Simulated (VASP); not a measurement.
Crystal: W.

```
W
1.0
     4.47401    0.00000    0.00000
    -2.23700    3.87460    0.00000
     0.00000    0.00000    2.74257
W
3
Cartesian
  0.0000 0.0000 0.0000
  0.0000 2.5831 1.3713
  2.2370 1.2915 1.3713
```

This isn't the form of W at room conditions, which is bcc.

```yaml
Program: VASP 6.6.1
Task: relaxation of cell and atoms
Functional: revPBE
Potentials_or_basis: VASP PAW PBE potentials, release 64 (W_sv)
Cutoff: 600 eV
k_mesh: 8 × 8 × 11
Occupations: fermi-dirac, width 0.1 eV
Spin: no spin polarisation
```

At the start: pressure 16.9 GPa; volume 15.85 Å³/atom.

How do energy, volume and symmetry change on relaxing?

Over 13 steps the energy falls by 177.9 meV/atom and the volume is 16.74 Å³/atom (+5.6 %); space group P6/mmm (No. 191, to 0.1 Å) before and after.

Step by step:
| step | energy change (eV) | largest force (eV/Å) | pressure (GPa) | volume (Å³) |
| --- | --- | --- | --- | --- |
| 1 | 0.0000 | 0.0000 | 16.93 | 47.54 |
| 2 | 0.6447 | 0.0000 | -29.89 | 59.52 |
| 3 | -0.4287 | 0.0000 | -8.89 | 51.97 |
| 4 | -0.4303 | 0.0000 | -7.60 | 51.68 |
| 5 | -0.1393 | 0.0000 | 11.42 | 48.87 |
| 6 | -0.5287 | 0.0000 | -2.86 | 50.76 |
| 7 | -0.5292 | 0.0000 | -2.54 | 50.71 |
| 8 | -0.5292 | 0.0000 | -2.42 | 50.69 |
| 9 | -0.5197 | 0.0000 | 4.61 | 49.37 |
| 10 | -0.5338 | 0.0000 | 0.04 | 50.20 |
| 11 | -0.5338 | 0.0000 | 0.10 | 50.19 |
| 12 | -0.5338 | 0.0000 | -0.17 | 50.24 |
| 13 | -0.5338 | 0.0000 | 0.00 | 50.21 |

Final structure:
```cif
data_structure
_symmetry_space_group_name_H-M 'P 1'
_symmetry_Int_Tables_number 1
_cell_length_a 4.7032
_cell_length_b 4.7032
_cell_length_c 2.6210
_cell_angle_alpha 90.000
_cell_angle_beta 90.000
_cell_angle_gamma 120.000
_cell_volume 50.21
loop_
_atom_site_label
_atom_site_type_symbol
_atom_site_fract_x
_atom_site_fract_y
_atom_site_fract_z
_atom_site_occupancy
W1 W 0.00000 0.00000 0.00000 1
W2 W 0.33333 0.66667 0.50000 1
W3 W 0.66667 0.33333 0.50000 1
```

Caveat: the PAW data sets were made with another functional, which shifts forces and pressure a little.
